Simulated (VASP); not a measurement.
# MoW14 (a cell with a defect) in VASP: single point with PBE

Aim: the single point of MoW14 (a cell with a defect) with PBE.

All numbers are computed with VASP 6.6.1; they aren't measurements. Logs are shortened: lines on timing, memory, paths and dates and some standing lists are left out, and cuts for length are marked.

### 1 The cell of the first run

The cell holds a defect, 15 atoms: a = 6.320 Å, b = 6.320 Å, c = 6.320 Å, α = 90.00°, β = 90.00°, γ = 90.00°.

### 2 Single point, PBE

INCAR

```
ALGO = Normal
EDIFF = 1E-6
ENCUT = 520
GGA = PE
ISIF = 2
ISMEAR = 0
LASPH = True
LCHARG = False
LREAL = Auto
LWAVE = False
NBANDS = 118
NELM = 100
PREC = Accurate
SIGMA = 0.1
```

KPOINTS

```
k-points
0
Gamma
  3 3 3
```

POSCAR

```
MoW14
1.0
    6.3200000000      0.0000000000      0.0000000000
    0.0000000000      6.3200000000      0.0000000000
    0.0000000000      0.0000000000      6.3200000000
Mo W
1 14
Direct
    0.0016984177     -0.0006352848     -0.0009000000
    0.4972332278     -0.0006356013     -0.0010427215
    0.0018746835      0.5038946203     -0.0009666139
    0.0018286392     -0.0006093354      0.5035452532
    0.2496518987      0.2514474684      0.2510582278
    0.4968101266      0.5044799051     -0.0011754747
    0.4967055380     -0.0008553797      0.5041462025
    0.7499365506      0.2512534810      0.2508957278
    0.0019954114      0.5044303797      0.5041090190
    0.2492786392      0.7519927215      0.2513379747
    0.2492862342      0.2517161392      0.7515963608
    0.4973561709      0.5037875000      0.5034341772
    0.7497996835      0.7515450949      0.2510468354
    0.7497982595      0.2514343354      0.7512014241
    0.7496662975      0.7519859177      0.7515924051
```

Potentials or basis: VASP PAW PBE potentials, release 64 (Mo_sv, W_sv).

Run with:

```console
> cat potpaw_PBE.64/Mo_sv/POTCAR potpaw_PBE.64/W_sv/POTCAR > POTCAR
> mpirun -np 1 vasp_std > vasp.out
```

OUTCAR:

```text
EDIFF = 1E-6
   ENCUT = 520
   GGA = PE
   ISIF = 2
   ISMEAR = 0
   LASPH = True
   LREAL = Auto
   NELM = 100
   PREC = Accurate

 ion  position               nearest neighbor table
   1  0.002  0.999  0.999-  15 2.73  10 2.73  11 2.73  13 2.74  14 2.74   5 2.74   8 2.76   3 3.13
                             2 3.13   4 3.13   4 3.19   2 3.19   3 3.19
   2  0.497  0.999  0.999-  15 2.73  11 2.73  10 2.73   5 2.74  14 2.75  13 2.75   8 2.76   7 3.13
                             6 3.13   1 3.13   1 3.19   6 3.19   7 3.19
   3  0.002  0.504  0.999-  11 2.73  15 2.73  10 2.73  13 2.74   5 2.74  14 2.75   8 2.76   9 3.13
                             6 3.13   1 3.13   1 3.19   6 3.19   9 3.19
   4  0.002  0.999  0.504-  10 2.73  15 2.73  11 2.73  14 2.74   5 2.75  13 2.75   8 2.76   7 3.13
                             9 3.13   1 3.13   1 3.19   9 3.19   7 3.19
   5  0.250  0.251  0.251-   2 2.74   1 2.74   3 2.74   4 2.75  12 2.75   6 2.75   7 2.75   9 2.75
                            10 3.16  11 3.16   8 3.16   8 3.16  11 3.16  10 3.16
   6  0.497  0.504  0.999-  11 2.73  10 2.73  15 2.73  13 2.75   5 2.75  14 2.75   8 2.77   2 3.13
                             3 3.13  12 3.13  12 3.19   3 3.19   2 3.19
   7  0.497  0.999  0.504-  10 2.73  11 2.73  15 2.73  14 2.75   5 2.75  13 2.75   8 2.77   2 3.13
                             4 3.13  12 3.13  12 3.19   4 3.19   2 3.19
   8  0.750  0.251  0.251-   1 2.76   4 2.76   3 2.76   2 2.76  12 2.76   6 2.77   9 2.77   7 2.77
                            14 3.16  13 3.16   5 3.16   5 3.16  13 3.16  14 3.16
   9  0.002  0.504  0.504-  15 2.73  11 2.73  10 2.73  14 2.75  13 2.75   5 2.75   8 2.77   3 3.13
                             4 3.13  12 3.13  12 3.19   4 3.19   3 3.19
  10  0.249  0.752  0.251-   4 2.73   1 2.73   7 2.73   6 2.73   9 2.73   2 2.73   3 2.73  12 2.73
                             5 3.16  13 3.16  13 3.16   5 3.16
  11  0.249  0.252  0.752-   3 2.73   1 2.73   7 2.73   9 2.73   6 2.73   2 2.73   4 2.73  12 2.73
                             5 3.16  14 3.16  14 3.16   5 3.16
  12  0.497  0.504  0.503-  11 2.73  10 2.73  15 2.73   5 2.75  14 2.75  13 2.75   8 2.76   7 3.13
                             9 3.13   6 3.13   6 3.19   9 3.19   7 3.19
  13  0.750  0.752  0.251-   1 2.74   3 2.74   6 2.75   4 2.75   9 2.75   2 2.75  12 2.75   7 2.75
                            15 3.16  10 3.16   8 3.16   8 3.16  10 3.16  15 3.16
  14  0.750  0.251  0.751-   4 2.74   1 2.74   9 2.75   3 2.75   2 2.75   7 2.75  12 2.75   6 2.75
                            15 3.16  11 3.16   8 3.16   8 3.16  11 3.16  15 3.16
  15  0.750  0.752  0.752-   1 2.73   2 2.73   9 2.73   7 2.73   6 2.73   4 2.73   3 2.73  12 2.73
                            14 3.16  13 3.16  13 3.16  14 3.16

  LATTYP: Found a simple cubic cell.
 ALAT       =     6.3200000000

  Lattice vectors:

 A1 = (   6.3200000000,   0.0000000000,   0.0000000000)
 A2 = (   0.0000000000,   6.3200000000,   0.0000000000)
 A3 = (   0.0000000000,   0.0000000000,   6.3200000000)

Analysis of symmetry for initial positions (statically):
=====================================================================
 Subroutine PRICEL returns:
 Original cell was already a primitive cell.

 Routine SETGRP: Setting up the symmetry group for a
 simple cubic supercell.

 Subroutine GETGRP returns: Found  1 space group operations
 (whereof  1 operations were pure point group operations)
 out of a pool of 48 trial point group operations.

The static configuration has the point symmetry C_1 .

Analysis of symmetry for dynamics (positions and initial velocities):
=====================================================================
 Subroutine PRICEL returns:
 Original cell was already a primitive cell.

 Routine SETGRP: Setting up the symmetry group for a
 simple cubic supercell.

 Subroutine GETGRP returns: Found  1 space group operations
 (whereof  1 operations were pure point group operations)
 out of a pool of 48 trial point group operations.

The dynamic configuration has the point symmetry C_1 .

 Subroutine INISYM returns: Found  1 space group operations
 (whereof  1 operations are pure point group operations),
 and found     1 'primitive' translations

----------------------------------------------------------------------------------------

                                     Primitive cell

  volume of cell :     252.4360

  direct lattice vectors                    reciprocal lattice vectors
     6.320000000  0.000000000  0.000000000     0.158227848  0.000000000  0.000000000
     0.000000000  6.320000000  0.000000000     0.000000000  0.158227848  0.000000000
[... 71 lines left out ...]
  0.000000  0.000000  0.333333      2.000000
  0.333333  0.333333  0.000000      2.000000
  0.000000  0.333333  0.333333      2.000000
  0.333333  0.000000  0.333333      2.000000
 -0.333333  0.333333  0.000000      2.000000
 -0.333333  0.000000  0.333333      2.000000
  0.000000 -0.333333  0.333333      2.000000
  0.333333  0.333333  0.333333      2.000000
 -0.333333  0.333333  0.333333      2.000000
 -0.333333 -0.333333  0.333333      2.000000
  0.333333 -0.333333  0.333333      2.000000
   k-points           NKPTS =     14   k-points in BZ     NKDIM =     14   number of bands    NBANDS=    118
   number of dos      NEDOS =    301   number of ions     NIONS =     15
   total plane-waves  NPLWV = 110592
   dimension x,y,z NGX =    48 NGY =   48 NGZ =   48
   dimension x,y,z NGXF=    96 NGYF=   96 NGZF=   96
   ions per type =               1  14
   NGX,Y,Z   is equivalent  to a cutoff of  12.63, 12.63, 12.63 a.u.
   NGXF,Y,Z  is equivalent  to a cutoff of  25.25, 25.25, 25.25 a.u.
 SYSTEM =  unknown system
   PREC   = accura    normal or accurate (medium, high low for compatibility)
   ISTART =      0    job   : 0-new  1-cont  2-samecut
   ICHARG =      2    charge: 1-file 2-atom 10-const
   ISPIN  =      1    spin polarized calculation?
   LNONCOLLINEAR =      F non collinear calculations
   LSORBIT =      F    spin-orbit coupling
   LASPH  =      T    aspherical Exc in radial PAW
   ENCUT  =  520.0 eV  38.22 Ry    6.18 a.u.  11.75 11.75 11.75*2*pi/ulx,y,z
   NELM   =    100;   NELMIN=  2; NELMDL= -5     # of ELM steps
   EDIFF  = 0.1E-05   stopping-criterion for ELM
   LREAL  =      T    real-space projection
   EDIFFG = 0.1E-04   stopping-criterion for IOM
   NSW    =      0    number of steps for IOM
   IBRION =     -1    ionic relax: 0-MD 1-quasi-New 2-CG
   NFREE  =      0    steps in history (QN), initial steepest desc. (CG)
   ISIF   =      2    stress and relaxation
   ISYM   =      2    0-nonsym 1-usesym 2-fastsym
   POTIM  = 0.5000    time-step for ionic-motion
   TEBEG  =    0.0;   TEEND  =   0.0 temperature during run
   PSTRESS=    0.0 pullay stress
   NELECT =     210.0000    total number of electrons
   NUPDOWN=      -1.0000    fix difference up-down
   EMIN   =  10.00;   EMAX   =-10.00  energy-range for DOS
   EFERMI =   0.00;   METHOD = LEGACY
   ISMEAR =     0;   SIGMA  =   0.10  broadening in eV -4-tet -1-fermi 0-gaus
   EFERMI_NEDOS =   21; number of points for ismear=-14 and -15
   IALGO  =     38    algorithm
   IMIX   =      4    mixing-type and parameters
     AMIX     =   0.40;   BMIX     =  1.00
     AMIX_MAG =   1.60;   BMIX_MAG =  1.00
  volume/ion in A,a.u.               =      16.83       113.57
  Fermi-wavevector in a.u.,A,eV,Ry     =   1.539681  2.909576 32.254225  2.370619
  Thomas-Fermi vector in A             =   2.645875
   LORBIT       =      0    0 simple, 1 ext, 2 COOP (PROOUT), +10 PAW based schemes
   GGA     = PE    functional components
   LHFCALC =     F    Hartree Fock is set to
   AEXX    =    0.0000 exact exchange contribution
   IVDW    =     0    specifies the selected vdW correction
   LEPSILON=     F    determine dielectric tensor
   LRPA    =     F    only Hartree local field effects (RPA)
 non-spin polarized calculation
 Gauss-broadening in eV      SIGMA  =   0.10
  energy-cutoff  :      520.00
  volume of cell :      252.44
 maximum number of plane-waves:      6859
   NGX = 23   NGY = 23   NGZ = 23

 number of electron     210.0000004 magnetization

 Free energy of the ion-electron system (eV)
  ---------------------------------------------------
  ext. energy  EPLUGINS =         0.00000000
  ---------------------------------------------------
  free energy    TOTEN  =      -188.89257814 eV

  energy without entropy =     -188.82002082  energy(sigma->0) =     -188.85629948

 E-fermi :  10.2920     XC(G=0): -13.1988

 val. band max:       10.2423734442   @ k =   0.0000   0.0000   0.0000
 cond. band min:      10.3032134834   @ k =   0.3333   0.0000   0.0000
 fundamental gap:      0.0608400392
 Fermi energy:        10.2919780322

 k-point     1 :       0.0000    0.0000    0.0000
  band No.  band energies     occupation
      1     -63.5836      2.00000
      2     -63.5221      2.00000
      3     -63.5217      2.00000
      4     -63.5066      2.00000
      5     -63.4920      2.00000
      6     -63.4834      2.00000
[... 1669 lines left out ...]
    116      12.6097      0.00000
    117      12.6942      0.00000
 [bands above 117 left out]

------------------------ aborting loop because EDIFF is reached ----------------------------------------

  FORCE on cell =-STRESS in cart. coord.  units (eV):
  Direction    XX          YY          ZZ          XY          YZ          ZX
  --------------------------------------------------------------------------------------
  -------------------------------------------------------------------------------------
  Total       -0.5964243     -0.5922182     -0.5935000     -0.1102463      0.1098203     -0.1044313
  in kB       -3.7854256     -3.7587297     -3.7668653     -0.6997187      0.6970147     -0.6628116
  external PRESSURE =      -3.7703402 kB  Pullay stress =       0.0000000 kB

 VOLUME and BASIS-vectors are now :
 -----------------------------------------------------------------------------
  energy-cutoff  :      520.00
  volume of cell :      252.44
      direct lattice vectors                 reciprocal lattice vectors
     6.320000000  0.000000000  0.000000000     0.158227848  0.000000000  0.000000000
     0.000000000  6.320000000  0.000000000     0.000000000  0.158227848  0.000000000
     0.000000000  0.000000000  6.320000000     0.000000000  0.000000000  0.158227848

 POSITION                                       TOTAL-FORCE (eV/Angst)
 -----------------------------------------------------------------------------------
      0.01073      6.31599      6.31431         0.029449     -0.015907     -0.023972
      3.14251      6.31598      6.31341         0.004630      0.003090      0.005359
      0.01185      3.18461      6.31389        -0.002489      0.001709      0.000648
      0.01156      6.31615      3.18241        -0.001382      0.002442      0.000641
      1.57780      1.58915      1.58669        -0.014515      0.000669      0.003235
      3.13984      3.18831      6.31257        -0.010126      0.005916     -0.020940
      3.13918      6.31459      3.18620        -0.003248     -0.018590      0.003689
      4.73960      1.58792      1.58566         0.006011     -0.010167     -0.008397
      0.01261      3.18800      3.18597         0.024606      0.010098      0.006992
      1.57544      4.75259      1.58846        -0.007900      0.001584     -0.011192
      1.57549      1.59085      4.75009        -0.009912     -0.013884      0.006083
      3.14329      3.18394      3.18170        -0.004692      0.012838      0.012479
      4.73873      4.74976      1.58662        -0.004653      0.016124      0.005960
      4.73873      1.58906      4.74759        -0.003750      0.002271      0.014697
      4.73789      4.75255      4.75006        -0.002029      0.001807      0.004717
 -----------------------------------------------------------------------------------
    total drift:                                0.007311     -0.006544     -0.002705

  FREE ENERGIE OF THE ION-ELECTRON SYSTEM (eV)
  ---------------------------------------------------
  free  energy   TOTEN  =      -188.8925781411 eV

  energy  without entropy=     -188.8200208227  energy(sigma->0) =     -188.85629948
```

Run time: 19 min. Hardware: 1 thread of AMD EPYC 7R43 (Zen 3), shared host; peak memory 0.43 GiB.

What came out:

```
Free energy   : -188.8926 eV
Pressure      : -0.4 GPa
Largest force : 0.041 eV/Å
```

Forces in eV/Å, atoms in the order of the input:
```
Mo   0.029 -0.016 -0.024
W    0.005  0.003  0.005
W   -0.002  0.002  0.001
W   -0.001  0.002  0.001
W   -0.015  0.001  0.003
W   -0.010  0.006 -0.021
W   -0.003 -0.019  0.004
W    0.006 -0.010 -0.008
W    0.025  0.010  0.007
W   -0.008  0.002 -0.011
W   -0.010 -0.014  0.006
W   -0.005  0.013  0.012
W   -0.005  0.016  0.006
W   -0.004  0.002  0.015
W   -0.002  0.002  0.005
```

Stress tensor (GPa, compression positive):
```
-0.38 -0.07 -0.07
-0.07 -0.38  0.07
-0.07  0.07 -0.38
```

Levels at points of the mesh, in eV from the Fermi level:
| k point | band 103 | band 104 | band 105 | band 106 | band 107 | band 108 |
| --- | --- | --- | --- | --- | --- | --- |
| (0.00, 0.00, 0.00) | -0.11 | -0.05 | -0.05 | 1.07 | 1.07 | 1.08 |

Caveat: spin-orbit coupling is left out, which moves the levels of the heavy elements.
